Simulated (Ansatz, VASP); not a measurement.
## SrO in VASP and in Ansatz

```
Sr O
1.0
     4.27003    0.00000    0.00000
    -2.13502    3.69796    0.00000
     0.00000    0.00000    5.14445
Sr O
2 2
Direct
  0.33333 0.66667 0.93750
  0.66667 0.33333 0.43750
  0.33333 0.66667 0.43750
  0.66667 0.33333 0.93750
```

Alike in both runs: task single point; functional LDA; k mesh 12 × 12 × 6; no spin polarisation.

```csv
,VASP,Ansatz
version,VASP 6.6.1,Ansatz 0.2.0
potentials or method,"VASP PAW LDA potentials, release 64 (Sr_sv, O)","plane waves, PAW"
plane-wave cutoff (eV),520,420
occupations,"gaussian, width 0.01 eV",fixed
valence electrons in the cell,32,32
```

|  | VASP | Ansatz | Ansatz less VASP |
| --- | --- | --- | --- |
| gap on the k mesh at the Fermi level (eV) | 2.46 | 2.47 | +0.009 |
| pressure (GPa) | -3.6 | -4.2 | -0.56 |
| traceless stress, the component that is largest in VASP (GPa) | -0.27 | -0.29 | -0.019 |

LDA's correlation is that of Perdew and Zunger in VASP and of Perdew and Wang (1992) in Ansatz.
